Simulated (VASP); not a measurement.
# Si in VASP: single point with PBE+D3(BJ)

Aim: the single point of Si with PBE+D3(BJ).

Everything below comes from runs of VASP 6.6.1. Logs are shortened: lines on timing, memory, paths and dates and some standing lists are left out, and cuts for length are marked.

### Step 1. The cell of the first run

The cell holds a slab with vacuum, 4 atoms: a = 3.847 Å, b = 3.847 Å, c = 34.489 Å, α = 90.00°, β = 90.00°, γ = 120.00°.

### Step 2. Single point, PBE+D3(BJ)

INCAR reads:

```
PREC = Accurate
ENCUT = 520
EDIFF = 1E-6
ISMEAR = 0
SIGMA = 0.1
LREAL = False
LASPH = True
NELM = 60
ALGO = Normal
ISIF = 2
LWAVE = False
LCHARG = True
LDIPOL = True
IDIPOL = 3
DIPOL = 0.5 0.5 0.500
GGA = PE
IVDW = 12
LELF = True
LVHAR = True
LVACPOTAV = True
NBANDS = 16
```

KPOINTS reads:

```
regular mesh
0
Gamma
  15 15 1
```

POSCAR reads:

```
Si
1.0
    3.8472023568      0.0000000000      0.0000000000
   -1.9236011784      3.3317749745      0.0000000000
    0.0000000000      0.0000000000     34.4893942845
Si
4
Direct
    0.3333333333      0.6666666667      0.4629862652
    0.6666666667      0.3333333333      0.4453846262
    0.0000000000      0.0000000000      0.5555287690
    0.6666666667      0.3333333333      0.5361003396
```

Potentials or basis: VASP PAW PBE potentials, release 64 (Si).

Launch:

```sh
cat potpaw_PBE.64/Si/POTCAR > POTCAR
mpirun -np 1 vasp_std > vasp.out
```

OUTCAR:

```text
PREC = Accurate
   ENCUT = 520
   EDIFF = 1E-6
   ISMEAR = 0
   LREAL = False
   LASPH = True
   NELM = 60
   ISIF = 2
   GGA = PE
   IVDW = 12
 IVDW          = 12

 ion  position               nearest neighbor table
   1  0.333  0.667  0.463-   2 2.30   2 2.30   2 2.30
   2  0.667  0.333  0.445-   1 2.30   1 2.30   1 2.30   4 3.13
   3  0.000  0.000  0.556-   4 2.32   4 2.32   4 2.32
   4  0.667  0.333  0.536-   3 2.32   3 2.32   3 2.32   2 3.13

  LATTYP: Found a hexagonal cell.
 ALAT       =     3.8472023568
 C/A-ratio  =     8.9647985954

  Lattice vectors:

 A1 = (   3.8472023568,   0.0000000000,   0.0000000000)
 A2 = (  -1.9236011784,   3.3317749745,   0.0000000000)
 A3 = (   0.0000000000,   0.0000000000,  34.4893942845)

Analysis of symmetry for initial positions (statically):
=====================================================================
 Subroutine PRICEL returns:
 Original cell was already a primitive cell.

 Routine SETGRP: Setting up the symmetry group for a
 hexagonal supercell.

 Subroutine GETGRP returns: Found  6 space group operations
 (whereof  6 operations were pure point group operations)
 out of a pool of 24 trial point group operations.

The static configuration has the point symmetry C_3v.

Analysis of symmetry for dynamics (positions and initial velocities):
=====================================================================
 Subroutine PRICEL returns:
 Original cell was already a primitive cell.

 Routine SETGRP: Setting up the symmetry group for a
 hexagonal supercell.

 Subroutine GETGRP returns: Found  6 space group operations
 (whereof  6 operations were pure point group operations)
 out of a pool of 24 trial point group operations.

The dynamic configuration has the point symmetry C_3v.

 Subroutine INISYM returns: Found  6 space group operations
 (whereof  6 operations are pure point group operations),
 and found     1 'primitive' translations

----------------------------------------------------------------------------------------

                                     Primitive cell

  volume of cell :     442.0855

  direct lattice vectors                    reciprocal lattice vectors
     3.847202357  0.000000000  0.000000000     0.259929140  0.150070159  0.000000000
    -1.923601178  3.331774975  0.000000000     0.000000000  0.300140318  0.000000000
     0.000000000  0.000000000 34.489394285     0.000000000  0.000000000  0.028994420

  length of vectors
     3.847202357  3.847202357 34.489394285     0.300140318  0.300140318  0.028994420

  position of ions in fractional coordinates (direct lattice)
     0.333333333  0.666666667  0.462986265
     0.666666667  0.333333333  0.445384626
     0.000000000  0.000000000  0.555528769
     0.666666667  0.333333333  0.536100340

  ion indices of the primitive-cell ions
   primitive index   ion index
                 1           1
                 2           2
                 3           3
                 4           4

----------------------------------------------------------------------------------------

 KPOINTS: regular mesh

Automatic generation of k-mesh.
 Grid dimensions read from file:
 generate k-points for:   15   15    1

 Generating k-lattice:

  Cartesian coordinates                     Fractional coordinates (reciprocal lattice)
     0.017328609  0.010004677  0.000000000     0.066666667 -0.000000000  0.000000000
     0.000000000  0.020009355  0.000000000     0.000000000  0.066666667  0.000000000
     0.000000000  0.000000000  0.028994420     0.000000000  0.000000000  1.000000000

  Length of vectors
     0.020009355  0.020009355  0.028994420

  Shift w.r.t. Gamma in fractional coordinates (k-lattice)
     0.000000000  0.000000000  0.000000000

 Subroutine IBZKPT returns following result:
 ===========================================

 Found     27 irreducible k-points:

 Following reciprocal coordinates:
            Coordinates               Weight
  0.000000  0.000000  0.000000      1.000000
  0.066667  0.000000  0.000000      6.000000
  0.133333  0.000000  0.000000      6.000000
  0.200000  0.000000  0.000000      6.000000
  0.266667  0.000000  0.000000      6.000000
  0.333333  0.000000  0.000000      6.000000
[... 16 lines left out ...]
  0.333333  0.200000  0.000000     12.000000
  0.400000  0.200000  0.000000      6.000000
 [... further k-points ...]
   k-points           NKPTS =     27   k-points in BZ     NKDIM =     27   number of bands    NBANDS=     16
   number of dos      NEDOS =    301   number of ions     NIONS =      4
   total plane-waves  NPLWV = 243000
   dimension x,y,z NGX =    30 NGY =   30 NGZ =  270
   dimension x,y,z NGXF=    60 NGYF=   60 NGZF=  540
   ions per type =               4
   NGX,Y,Z   is equivalent  to a cutoff of  12.96, 12.96, 13.01 a.u.
   NGXF,Y,Z  is equivalent  to a cutoff of  25.93, 25.93, 26.03 a.u.
 SYSTEM =  unknown system
   PREC   = accura    normal or accurate (medium, high low for compatibility)
   ISTART =      0    job   : 0-new  1-cont  2-samecut
   ICHARG =      2    charge: 1-file 2-atom 10-const
   ISPIN  =      1    spin polarized calculation?
   LNONCOLLINEAR =      F non collinear calculations
   LSORBIT =      F    spin-orbit coupling
   LASPH  =      T    aspherical Exc in radial PAW
   ENCUT  =  520.0 eV  38.22 Ry    6.18 a.u.   7.15  7.15 64.13*2*pi/ulx,y,z
   NELM   =     60;   NELMIN=  2; NELMDL= -5     # of ELM steps
   EDIFF  = 0.1E-05   stopping-criterion for ELM
   LREAL  =      F    real-space projection
   EDIFFG = 0.1E-04   stopping-criterion for IOM
   NSW    =      0    number of steps for IOM
   IBRION =     -1    ionic relax: 0-MD 1-quasi-New 2-CG
   NFREE  =      0    steps in history (QN), initial steepest desc. (CG)
   ISIF   =      2    stress and relaxation
   ISYM   =      2    0-nonsym 1-usesym 2-fastsym
   POTIM  = 0.5000    time-step for ionic-motion
   TEBEG  =    0.0;   TEEND  =   0.0 temperature during run
   PSTRESS=    0.0 pullay stress
   NELECT =      16.0000    total number of electrons
   NUPDOWN=      -1.0000    fix difference up-down
   EMIN   =  10.00;   EMAX   =-10.00  energy-range for DOS
   EFERMI =   0.00;   METHOD = LEGACY
   ISMEAR =     0;   SIGMA  =   0.10  broadening in eV -4-tet -1-fermi 0-gaus
   EFERMI_NEDOS =   21; number of points for ismear=-14 and -15
   IALGO  =     38    algorithm
   IMIX   =      4    mixing-type and parameters
     AMIX     =   0.40;   BMIX     =  1.00
     AMIX_MAG =   1.60;   BMIX_MAG =  1.00
  volume/ion in A,a.u.               =     110.52       745.84
  Fermi-wavevector in a.u.,A,eV,Ry     =   0.541518  1.023320  3.989793  0.293242
  Thomas-Fermi vector in A             =   1.569135
   LORBIT       =      0    0 simple, 1 ext, 2 COOP (PROOUT), +10 PAW based schemes
   GGA     = PE    functional components
   LHFCALC =     F    Hartree Fock is set to
   AEXX    =    0.0000 exact exchange contribution
   IVDW    =    12    specifies the selected vdW correction
   LEPSILON=     F    determine dielectric tensor
   LRPA    =     F    only Hartree local field effects (RPA)
 non-spin polarized calculation
 Gauss-broadening in eV      SIGMA  =   0.10
  energy-cutoff  :      520.00
  volume of cell :      442.09
 maximum number of plane-waves:     11969
 NGX is ok and might be reduce to    30
   NGX = 15   NGY = 15   NGZ =129

 dipolmoment           0.000000      0.000000     -0.009352 electrons x Angstroem

 number of electron      16.0000001 magnetization

 dipolmoment           0.000000      0.000000      0.028812 electrons x Angstroem

 Free energy of the ion-electron system (eV)
  ---------------------------------------------------
  ext. energy  EPLUGINS =         0.00000000
  ---------------------------------------------------
  free energy    TOTEN  =       -19.29220854 eV

  energy without entropy =      -19.28956431  energy(sigma->0) =      -19.29088643

 E-fermi :  -2.7838     XC(G=0):  -2.1735

 val. band max:       -2.8045583864   @ k =   0.2667   0.2667   0.0000
 cond. band min:      -2.6810681335   @ k =   0.2667   0.2667   0.0000
 fundamental gap:      0.1234902529
 Fermi energy:        -2.7837755772

 k-point     1 :       0.0000    0.0000    0.0000
  band No.  band energies     occupation
      1     -14.3239      2.00000
      2     -13.2611      2.00000
      3      -7.3969      2.00000
      4      -4.4708      2.00000
      5      -4.0167      2.00000
      6      -4.0167      2.00000
[... 8 lines left out ...]
     15       0.5990      0.00000
     16       1.3296      0.00000

 k-point     2 :       0.0667    0.0000    0.0000
  band No.  band energies     occupation
      1     -14.2706      2.00000
      2     -13.2092      2.00000
      3      -7.3510      2.00000
      4      -4.7062      2.00000
      5      -4.2264      2.00000
      6      -4.1352      2.00000
[... 8 lines left out ...]
     15       0.8057      0.00000
     16       1.3862      0.00000

 k-point     3 :       0.1333    0.0000    0.0000
  band No.  band energies     occupation
      1     -14.1115      2.00000
      2     -13.0541      2.00000
      3      -7.2207      2.00000
      4      -5.6082      2.00000
      5      -4.7590      2.00000
      6      -4.4158      2.00000
[... 8 lines left out ...]
     15       1.3427      0.00000
     16       1.5945      0.00000
[... 362 lines left out ...]
 k-point    23 :       0.3333    0.2000    0.0000
  band No.  band energies     occupation
      1     -11.9161      2.00000
      2     -11.0384      2.00000
      3      -9.9183      2.00000
      4      -9.2841      2.00000
      5      -6.8122      2.00000
      6      -6.2824      2.00000
[... 8 lines left out ...]
     15       3.2010      0.00000
     16       3.3913      0.00000

 k-point    24 :       0.4000    0.2000    0.0000
  band No.  band energies     occupation
      1     -11.5820      2.00000
      2     -10.9327      2.00000
      3     -10.0627      2.00000
      4      -9.6868      2.00000
      5      -6.9059      2.00000
      6      -6.3502      2.00000
[... 8 lines left out ...]
     15       3.7027      0.00000
     16       3.8457      0.00000

 [... further k-points ...]

------------------------ aborting loop because EDIFF is reached ----------------------------------------

 vacuum level on the upper side and lower side of the slab       (xc-potential included)         0.033        -0.240

 Edisp (eV)   -1.16433

 E8    (eV) :    -0.5070

  FORCE on cell =-STRESS in cart. coord.  units (eV):
  Direction    XX          YY          ZZ          XY          YZ          ZX
  --------------------------------------------------------------------------------------
  -------------------------------------------------------------------------------------
  Total      -0.78015    -0.78015    -0.03054     0.00000     0.00000     0.00000
  in kB      -2.82738    -2.82738    -0.11067     0.00000     0.00000     0.00000
  external pressure =       -1.92 kB  Pullay stress =        0.00 kB

 VOLUME and BASIS-vectors are now :
 -----------------------------------------------------------------------------
  energy-cutoff  :      520.00
  volume of cell :      442.09
      direct lattice vectors                 reciprocal lattice vectors
     3.847202357  0.000000000  0.000000000     0.259929140  0.150070159  0.000000000
    -1.923601178  3.331774975  0.000000000     0.000000000  0.300140318  0.000000000
     0.000000000  0.000000000 34.489394285     0.000000000  0.000000000  0.028994420

 POSITION                                       TOTAL-FORCE (eV/Angst)
 -----------------------------------------------------------------------------------
     -0.00000      2.22118     15.96812         0.000000     -0.000000     -0.007534
      1.92360      1.11059     15.36105         0.000000     -0.000000      0.010927
      0.00000      0.00000     19.15985        -0.000000      0.000000     -0.010279
      1.92360      1.11059     18.48978        -0.000000      0.000000      0.006885
 -----------------------------------------------------------------------------------
    total drift:                               -0.000000     -0.000000      0.000024

  FREE ENERGIE OF THE ION-ELECTRON SYSTEM (eV)
  ---------------------------------------------------
  free  energy   TOTEN  =       -20.4565363260 eV

  energy  without entropy=      -20.4538920943  energy(sigma->0) =      -20.45521421

 vacuum level on the upper side and lower side of the slab         2.148         1.742
```

It took 9.1 min on 1 thread of Intel Xeon 8259CL, shared host; peak memory 0.61 GiB.

Results:

| Property | Result |
| --- | --- |
| Free energy | -20.4565 eV |
| Largest force | 0.011 eV/Å |
| Band gap on the k mesh | zero (bands 8 and 9 overlap by 0.07 eV) |
| Dispersion energy per atom | -0.291 eV |
| Work function of the upper face | 4.93 eV |
| Work function of the lower face | 4.53 eV |

Forces in eV/Å, atoms in the order of the input:
```
Si   0.000  0.000 -0.008
Si   0.000  0.000  0.011
Si   0.000  0.000 -0.010
Si   0.000  0.000  0.007
```

Levels at points of the mesh, in eV from the Fermi level:
```tsv
k point	band 4	band 5	band 6	band 7	band 8	band 9	band 10	band 11	band 12	band 13
(0.00, 0.00, 0.00)	-1.69	-1.23	-1.23	-0.65	-0.65	1.44	2.27	2.59	2.87	2.87
```

The gap in the log of VASP goes by the Fermi energy; the results here count the filled bands.